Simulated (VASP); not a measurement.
The system is Ir.

```
CELL_PARAMETERS angstrom
2.71883 0.00000 0.00000
-1.35942 2.35458 0.00000
0.00000 0.00000 4.40807
ATOMIC_POSITIONS crystal
Ir 0.66667 0.33333 0.75000
Ir 0.33333 0.66667 0.25000
```

This isn't the form of Ir at room conditions, which is fcc.

Base run:

| Item | Value |
| --- | --- |
| Program | VASP 6.6.1 |
| Functional | PBEsol |
| Potentials or basis | VASP PAW PBE potentials, release 64 (Ir_sv_GW) |
| Cutoff | 560 eV |
| k mesh | 21 × 21 × 12 |
| Occupations | gaussian, width 0.15 eV |
| Spin | collinear spin |
| Starting moments | [0.6, 0.6] μB |
| Fixed moment | 1.2 μB |

Its results: pressure 1.3 GPa; site moments Ir +0.61 μB.

Problem. The run is repeated on the same cell with these changes: fixed moment from 1.2 μB to 1 μB; moments at the start from [0.6, 0.6] to [0.5, 0.5]. What comes out?

Solution. Pressure 0.4 GPa; site moments Ir +0.51 μB.

Caveats: the PAW data sets were made with another functional, which shifts forces and pressure a little; the total moment is fixed, so each spin has its own Fermi level and the state may be an excited one.
